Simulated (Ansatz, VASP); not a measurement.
**Two plane-wave programs on Ni**

File INCAR:

```
SYSTEM = Ni
ALGO = Normal ; EDIFF = 1E-6
ENCUT = 690 ; GGA_COMPAT = .FALSE.
ISIF = 2 ; ISMEAR = 0
ISPIN = 2 ; LASPH = .TRUE.
LCHARG = .TRUE. ; LELF = .TRUE.
LMAXMIX = 4 ; LORBIT = 11
LREAL = .FALSE. ; LVHAR = .TRUE.
LWAVE = .FALSE. ; MAGMOM = 2
NBANDS = 19 ; NELM = 200
PREC = Accurate ; SIGMA = 0.1
```

File KPOINTS:

```
k-points
0
G
  12 12 12
  0 0 0
```

The input POSCAR:

```
Ni
1.0
    0.0000000000      1.7584000000      1.7584000000
    1.7584000000      0.0000000000      1.7584000000
    1.7584000000      1.7584000000      0.0000000000
Ni
1
Direct
    0.0000000000      0.0000000000      0.0000000000
```

Input for Ansatz:

```yaml
crystal:
  lattice:
    - [0.0, 1.7584, 1.7584]
    - [1.7584, 0.0, 1.7584]
    - [1.7584, 1.7584, 0.0]
  atoms:
    - { symbol: Ni, position: [0.0, 0.0, 0.0], spin: 2.0 }
magnetization:
  spin_polarized: true
hamiltonian:
  xc: lda
  pseudopotentials: { kind: paw }
basis:
  ecutwfc: 420
kpoints:
  mp_grid: { grid: [12, 12, 12] }
scf:
  occupations: { method: gaussian, width: 0.1 }
  lower_state_search: "off"
output:
  forces: true
  stress: true
```

Alike in both runs: task single point; functional LDA; k mesh 12 × 12 × 12; occupations gaussian, width 0.1 eV; collinear spin.

```csv
,VASP,Ansatz
version,VASP 6.6.1,Ansatz 0.2.0
potentials or method,"VASP PAW LDA potentials, release 64 (Ni_sv_GW), cutoff 690 eV","PAW, plane waves, scalar-relativistic"
valence electrons in the cell,18,18
```

Ansatz gave:

* pressure (GPa): -16.6
* net moment per atom (μB): 0.66
* size of the moment on the site where the two differ most (μB): 0.69

Problem. Estimate VASP's values.

Solution. Pressure (GPa): -17.5; net moment per atom (μB): 0.62; size of the moment on the site where the two differ most (μB): 0.64.

LDA's correlation is that of Perdew and Zunger in VASP and of Perdew and Wang (1992) in Ansatz. Site moments also hang on the region over which each program counts them.
